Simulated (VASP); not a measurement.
# In: single point with LDA

In:

```
In
1.0
     2.84754    0.00000    0.00000
     0.00000    2.84754    0.00000
     0.00000    0.00000    2.84754
In
1
Direct
  0.00000 0.00000 0.00000
```

This cell differs from its parent crystal: volume scaled by 0.88.

```
Program             : VASP 6.6.1
Task                : single point
Functional          : LDA
Potentials or basis : VASP PAW LDA potentials, release 64 (In_d)
Cutoff              : 520 eV
k mesh              : 12 × 12 × 12
Occupations         : fermi-dirac, width 0.1 eV
Spin                : no spin polarisation
```

```yaml
Pressure: 8.3 GPa
```

Levels at points of the mesh, in eV from the Fermi level:
| k point | band 4 | band 5 | band 6 | band 7 | band 8 | band 9 |
| --- | --- | --- | --- | --- | --- | --- |
| (0.00, 0.00, 0.00) | -14.15 | -14.15 | -10.40 | 8.35 | 8.35 | 8.35 |
| (0.50, 0.00, 0.00) | -14.49 | -14.12 | -5.64 | -4.25 | 12.23 | 12.23 |
| (0.50, 0.50, 0.00) | -14.44 | -13.82 | -0.90 | -0.90 | -0.79 | 4.19 |
| (0.50, 0.50, 0.50) | -13.80 | -13.80 | 2.46 | 2.46 | 2.46 | 5.15 |

Run time: 9.5 s on 1 thread of Intel(R) Xeon(R) Platinum 8488C (Sapphire Rapids) (shared host), peak memory 0.13 GiB.

Caveat: spin-orbit coupling is left out, which moves the levels of the heavy elements.
